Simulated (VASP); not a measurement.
# WSe2 in VASP: relaxation of the atoms with PBEsol

Aim: the relaxation of the atoms of WSe2 with PBEsol.

All numbers are computed with VASP 6.6.1; they aren't measurements. Logs are shortened: lines on timing, memory, paths and dates and some standing lists are left out, and cuts for length are marked.

**1. The cell of the first run**

The cell holds a sheet with vacuum, 3 atoms: a = 3.282 Å, b = 3.282 Å, c = 21.341 Å, α = 90.00°, β = 90.00°, γ = 120.00°.

**2. Relaxation of the atoms, PBEsol**

Contents of INCAR:

```
SYSTEM = WSe2
ALGO = Normal
DIPOL = 0.5 0.5 0.500
EDIFF = 1E-6
EDIFFG = -0.002
ENCUT = 520
GGA = PS
IBRION = 2
IDIPOL = 3
ISIF = 2
ISMEAR = 0
LASPH = .True.
LCHARG = .False.
LDIPOL = .True.
LREAL = .False.
LWAVE = .False.
NELM = 80
NSW = 100
PREC = Accurate
SIGMA = 0.02
```

Contents of KPOINTS:

```
k-points
0
Gamma
  12 12 1
  0 0 0
```

Contents of POSCAR:

```
WSe2
1.0
    3.2820000000      0.0000000000      0.0000000000
   -1.6410000000      2.8422953752      0.0000000000
    0.0000000000      0.0000000000     21.3410000000
Se W
2 1
Direct
    0.6666666667      0.3333333333      0.4217234431
    0.6666666667      0.3333333333      0.5782765569
    0.3333333333      0.6666666667      0.5000000000
```

Potentials or basis: VASP PAW PBE potentials, release 64 (Se, W_sv).

Launch:

```bash
> cat potpaw_PBE.64/Se/POTCAR potpaw_PBE.64/W_sv/POTCAR > POTCAR
> mpirun -np 1 vasp_std > vasp.out
```

OUTCAR:

```text
SYSTEM = WSe2
   EDIFF = 1E-6
   EDIFFG = -0.002
   ENCUT = 520
   GGA = PS
   IBRION = 2
   ISIF = 2
   ISMEAR = 0
   LASPH = .True.
   LREAL = .False.
   NELM = 80
   NSW = 100
   PREC = Accurate

 ion  position               nearest neighbor table
   1  0.667  0.333  0.422-   3 2.53   3 2.53   3 2.53
   2  0.667  0.333  0.578-   3 2.53   3 2.53   3 2.53
   3  0.333  0.667  0.500-   1 2.53   2 2.53   1 2.53   2 2.53   1 2.53   2 2.53

  LATTYP: Found a hexagonal cell.
 ALAT       =     3.2820000000
 C/A-ratio  =     6.5024375381

  Lattice vectors:

 A1 = (   3.2820000000,   0.0000000000,   0.0000000000)
 A2 = (  -1.6410000000,   2.8422953752,   0.0000000000)
 A3 = (   0.0000000000,   0.0000000000,  21.3410000000)

Analysis of symmetry for initial positions (statically):
=====================================================================
 Subroutine PRICEL returns:
 Original cell was already a primitive cell.

 Routine SETGRP: Setting up the symmetry group for a
 hexagonal supercell.

 Subroutine GETGRP returns: Found 12 space group operations
 (whereof 12 operations were pure point group operations)
 out of a pool of 24 trial point group operations.

The static configuration has the point symmetry D_3h.

Analysis of symmetry for dynamics (positions and initial velocities):
=====================================================================
 Subroutine PRICEL returns:
 Original cell was already a primitive cell.

 Routine SETGRP: Setting up the symmetry group for a
 hexagonal supercell.

 Subroutine GETGRP returns: Found 12 space group operations
 (whereof 12 operations were pure point group operations)
 out of a pool of 24 trial point group operations.

The dynamic configuration has the point symmetry D_3h.

 Subroutine INISYM returns: Found 12 space group operations
 (whereof 12 operations are pure point group operations),
 and found     1 'primitive' translations

----------------------------------------------------------------------------------------

                                     Primitive cell

  volume of cell :     199.0777

  direct lattice vectors                    reciprocal lattice vectors
     3.282000000  0.000000000  0.000000000     0.304692261  0.175914159  0.000000000
    -1.641000000  2.842295375  0.000000000     0.000000000  0.351828318  0.000000000
     0.000000000  0.000000000 21.341000000     0.000000000  0.000000000  0.046858160

  length of vectors
     3.282000000  3.282000000 21.341000000     0.351828318  0.351828318  0.046858160

  position of ions in fractional coordinates (direct lattice)
     0.666666667  0.333333333  0.421723443
     0.666666667  0.333333333  0.578276557
     0.333333333  0.666666667  0.500000000

  ion indices of the primitive-cell ions
   primitive index   ion index
                 1           1
                 2           2
                 3           3

----------------------------------------------------------------------------------------

 KPOINTS: k-points

Automatic generation of k-mesh.
 Grid dimensions read from file:
 generate k-points for:   12   12    1

 Generating k-lattice:

  Cartesian coordinates                     Fractional coordinates (reciprocal lattice)
     0.025391022  0.014659513  0.000000000     0.083333333 -0.000000000  0.000000000
     0.000000000  0.029319026  0.000000000     0.000000000  0.083333333  0.000000000
     0.000000000  0.000000000  0.046858160     0.000000000  0.000000000  1.000000000

  Length of vectors
     0.029319026  0.029319026  0.046858160

  Shift w.r.t. Gamma in fractional coordinates (k-lattice)
     0.000000000  0.000000000  0.000000000

 Subroutine IBZKPT returns following result:
 ===========================================

 Found     19 irreducible k-points:

 Following reciprocal coordinates:
            Coordinates               Weight
  0.000000  0.000000  0.000000      1.000000
  0.083333  0.000000  0.000000      6.000000
  0.166667  0.000000  0.000000      6.000000
  0.250000  0.000000  0.000000      6.000000
  0.333333  0.000000  0.000000      6.000000
  0.416667  0.000000  0.000000      6.000000
[... 11 lines left out ...]
  0.333333  0.250000  0.000000     12.000000
  0.333333  0.333333  0.000000      2.000000
   k-points           NKPTS =     19   k-points in BZ     NKDIM =     19   number of bands    NBANDS=     17
   number of dos      NEDOS =    301   number of ions     NIONS =      3
   total plane-waves  NPLWV =  92160
   dimension x,y,z NGX =    24 NGY =   24 NGZ =  160
   dimension x,y,z NGXF=    48 NGYF=   48 NGZF=  320
   ions per type =               2   1
   NGX,Y,Z   is equivalent  to a cutoff of  12.16, 12.16, 12.46 a.u.
   NGXF,Y,Z  is equivalent  to a cutoff of  24.31, 24.31, 24.93 a.u.
 SYSTEM =  WSe2
   PREC   = accura    normal or accurate (medium, high low for compatibility)
   ISTART =      0    job   : 0-new  1-cont  2-samecut
   ICHARG =      2    charge: 1-file 2-atom 10-const
   ISPIN  =      1    spin polarized calculation?
   LNONCOLLINEAR =      F non collinear calculations
   LSORBIT =      F    spin-orbit coupling
   LASPH  =      T    aspherical Exc in radial PAW
   ENCUT  =  520.0 eV  38.22 Ry    6.18 a.u.   6.10  6.10 39.68*2*pi/ulx,y,z
   NELM   =     80;   NELMIN=  2; NELMDL= -5     # of ELM steps
   EDIFF  = 0.1E-05   stopping-criterion for ELM
   LREAL  =      F    real-space projection
   EDIFFG = -.2E-02   stopping-criterion for IOM
   NSW    =    100    number of steps for IOM
   IBRION =      2    ionic relax: 0-MD 1-quasi-New 2-CG
   NFREE  =      1    steps in history (QN), initial steepest desc. (CG)
   ISIF   =      2    stress and relaxation
   ISYM   =      2    0-nonsym 1-usesym 2-fastsym
   POTIM  = 0.5000    time-step for ionic-motion
   TEBEG  =    0.0;   TEEND  =   0.0 temperature during run
   PSTRESS=    0.0 pullay stress
   NELECT =      26.0000    total number of electrons
   NUPDOWN=      -1.0000    fix difference up-down
   EMIN   =  10.00;   EMAX   =-10.00  energy-range for DOS
   EFERMI =   0.00;   METHOD = LEGACY
   ISMEAR =     0;   SIGMA  =   0.02  broadening in eV -4-tet -1-fermi 0-gaus
   EFERMI_NEDOS =   21; number of points for ismear=-14 and -15
   IALGO  =     38    algorithm
   IMIX   =      4    mixing-type and parameters
     AMIX     =   0.40;   BMIX     =  1.00
     AMIX_MAG =   1.60;   BMIX_MAG =  1.00
  volume/ion in A,a.u.               =      66.36       447.81
  Fermi-wavevector in a.u.,A,eV,Ry     =   0.830600  1.569606  9.386603  0.689896
  Thomas-Fermi vector in A             =   1.943344
   LORBIT       =      0    0 simple, 1 ext, 2 COOP (PROOUT), +10 PAW based schemes
   GGA     = PS    functional components
   LHFCALC =     F    Hartree Fock is set to
   AEXX    =    0.0000 exact exchange contribution
   IVDW    =     0    specifies the selected vdW correction
   LEPSILON=     F    determine dielectric tensor
   LRPA    =     F    only Hartree local field effects (RPA)
 conjugate gradient relaxation of ions
 non-spin polarized calculation
 Gauss-broadening in eV      SIGMA  =   0.02
  energy-cutoff  :      520.00
  volume of cell :      199.08
 maximum number of plane-waves:      5408
   NGX = 13   NGY = 13   NGZ = 79

 dipolmoment           0.000000      0.000000      0.000000 electrons x Angstroem

--------------------------------------- Ionic step        1  -------------------------------------------

 number of electron      25.9999991 magnetization

 Free energy of the ion-electron system (eV)
  ---------------------------------------------------
  ext. energy  EPLUGINS =         0.00000000
  ---------------------------------------------------
  free energy    TOTEN  =       -23.23463838 eV

  energy without entropy =      -23.23463838  energy(sigma->0) =      -23.23463838

------------------------ aborting loop because EDIFF is reached ----------------------------------------

  FORCE on cell =-STRESS in cart. coord.  units (eV):
  Direction    XX          YY          ZZ          XY          YZ          ZX
  --------------------------------------------------------------------------------------
  -------------------------------------------------------------------------------------
  Total       -0.2276267     -0.2276267      0.0559514      0.0000000      0.0000000      0.0000000
  in kB       -1.8319397     -1.8319397      0.4502972      0.0000000      0.0000000      0.0000000
  external PRESSURE =      -1.0711941 kB  Pullay stress =       0.0000000 kB
[... 59 lines left out ...]
  energy  without entropy=      -23.2346615444  energy(sigma->0) =      -23.23466154

--------------------------------------- Ionic step        3  -------------------------------------------

 number of electron      25.9999991 magnetization

 dipolmoment           0.000000      0.000000     -0.000000 electrons x Angstroem

 Free energy of the ion-electron system (eV)
  ---------------------------------------------------
  ext. energy  EPLUGINS =         0.00000000
  ---------------------------------------------------
  free energy    TOTEN  =       -23.23466182 eV

  energy without entropy =      -23.23466182  energy(sigma->0) =      -23.23466182

 E-fermi :  -1.6853     XC(G=0):  -3.7890

 val. band max:       -1.7977342415   @ k =   0.3333   0.3333   0.0000
 cond. band min:      -0.1496976881   @ k =   0.3333   0.3333   0.0000
 fundamental gap:      1.6480365534
 Fermi energy:        -1.6852543813

 k-point     1 :       0.0000    0.0000    0.0000
  band No.  band energies     occupation
      1     -75.7590      2.00000
      2     -40.0151      2.00000
      3     -39.8756      2.00000
      4     -39.8756      2.00000
      5     -16.6546      2.00000
      6     -15.3596      2.00000
[... 9 lines left out ...]
     16       1.4256      0.00000
     17       1.4256      0.00000
[... 345 lines left out ...]
      3     -40.0304      2.00000
      4     -39.9623      2.00000
      5     -14.2986      2.00000
      6     -14.1999      2.00000
[... 9 lines left out ...]
     16       1.7947      0.00000
     17       3.2741      0.00000

------------------------ aborting loop because EDIFF is reached ----------------------------------------

 vacuum level on the upper side and lower side of the slab       (xc-potential included)        -0.118        -0.118

  FORCE on cell =-STRESS in cart. coord.  units (eV):
  Direction    XX          YY          ZZ          XY          YZ          ZX
  --------------------------------------------------------------------------------------
  -------------------------------------------------------------------------------------
  Total       -0.2539213     -0.2539213     -0.0121568      0.0000000      0.0000000      0.0000000
  in kB       -2.0435587     -2.0435587     -0.0978382      0.0000000      0.0000000      0.0000000
  external PRESSURE =      -1.3949852 kB  Pullay stress =       0.0000000 kB

 VOLUME and BASIS-vectors are now :
 -----------------------------------------------------------------------------
  energy-cutoff  :      520.00
  volume of cell :      199.08
      direct lattice vectors                 reciprocal lattice vectors
     3.282000000  0.000000000  0.000000000     0.304692261  0.175914159  0.000000000
    -1.641000000  2.842295375  0.000000000     0.000000000  0.351828318  0.000000000
     0.000000000  0.000000000 21.341000000     0.000000000  0.000000000  0.046858160
[... 9 lines left out ...]
  FREE ENERGIE OF THE ION-ELECTRON SYSTEM (eV)
  ---------------------------------------------------
  free  energy   TOTEN  =       -23.2346618174 eV

  energy  without entropy=      -23.2346618174  energy(sigma->0) =      -23.23466182

 reached required accuracy - stopping structural energy minimisation

 vacuum level on the upper side and lower side of the slab         3.253         3.253
```

It took 2.6 min on 1 thread of Intel Xeon 8259CL, shared host; peak memory 0.34 GiB.

Results:

```
Free energy               : -23.2347 eV
Energy gained by relaxing : 0.0 meV/atom
Ionic steps               : 3
Band gap on the k mesh    : 1.65 eV
```

Final structure:
```cif
data_structure
_symmetry_space_group_name_H-M 'P 1'
_symmetry_Int_Tables_number 1
_cell_length_a 3.2820
_cell_length_b 3.2820
_cell_length_c 21.3410
_cell_angle_alpha 90.000
_cell_angle_beta 90.000
_cell_angle_gamma 120.000
_cell_volume 199.08
loop_
_atom_site_label
_atom_site_type_symbol
_atom_site_fract_x
_atom_site_fract_y
_atom_site_fract_z
_atom_site_occupancy
Se1 Se 0.66667 0.33333 0.42167 1
Se2 Se 0.66667 0.33333 0.57833 1
W1 W 0.33333 0.66667 0.50000 1
```

Caveat: the PAW data sets were made with another functional, which shifts forces and pressure a little; spin-orbit coupling is left out, which moves the levels of the heavy elements.
